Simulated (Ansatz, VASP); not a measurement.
# One calculation of SiGe3, two programs

The input INCAR:

```
SYSTEM = SiGe3
PREC = Accurate ; ENCUT = 520
EDIFF = 1E-6 ; ISMEAR = 0
SIGMA = 0.1 ; LREAL = .False.
LASPH = .True. ; NELM = 60
ALGO = Normal ; ISIF = 2
LWAVE = .False. ; LCHARG = .False.
GGA = PE ; NBANDS = 31
```

Contents of KPOINTS:

```
Automatic mesh
0
Gamma
  4 4 6
  0 0 0
```

The input POSCAR:

```
SiGe3
1.0
    2.9559021900     -4.1802769700      0.0000000000
    2.9559021900      4.1802769700      0.0000000000
    0.0000000000      0.0000000000      2.9559021900
Si Ge
1 3
Direct
    0.0000000000      0.0000000000      0.0000000000
    0.5000000000      0.5000000000      0.0000000000
    0.0000000000      0.5000000000      0.5000000000
    0.5000000000      0.0000000000      0.5000000000
```

Input for Ansatz:

```yaml
crystal:
  lattice:
    - [2.95590219, -4.18027697, 0.0]
    - [2.95590219, 4.18027697, 0.0]
    - [0.0, 0.0, 2.95590219]
  atoms:
    - { symbol: Si, position: [0.0, 0.0, 0.0] }
    - { symbol: Ge, position: [0.5, 0.5, 0.0] }
    - { symbol: Ge, position: [0.0, 0.5, 0.5] }
    - { symbol: Ge, position: [0.5, 0.0, 0.5] }
basis:
  ecutwfc: 420
kpoints:
  mp_grid: { grid: [4, 4, 6] }
hamiltonian:
  xc: pbe
scf:
  occupations: { method: gaussian, width: 0.1 }
  lower_state_search: "off"
output:
  forces: true
  stress: true
  eigenvalues: true
```

Alike in both runs: task single point; functional PBE; k mesh 4 × 4 × 6; occupations gaussian, width 0.1 eV; no spin polarisation.

```csv
,VASP,Ansatz
version,VASP 6.6.1,Ansatz 0.2.0
potentials or method,"VASP PAW PBE potentials, release 64 (Si, Ge_d), cutoff 520 eV","scalar-relativistic, plane waves, PAW"
valence electrons in the cell,46,46
```

Ansatz gave:

- gap on the k mesh at the Fermi level (eV): none
- pressure (GPa): 1.2
- traceless stress, the component that is largest in VASP (GPa): -4.51

Q: Estimate VASP's values.

A: gap on the k mesh at the Fermi level (eV): none; pressure (GPa): 1.1; traceless stress, the component that is largest in VASP (GPa): -4.51.

A gap of «none» marks a metal or a gap that the smearing closes.
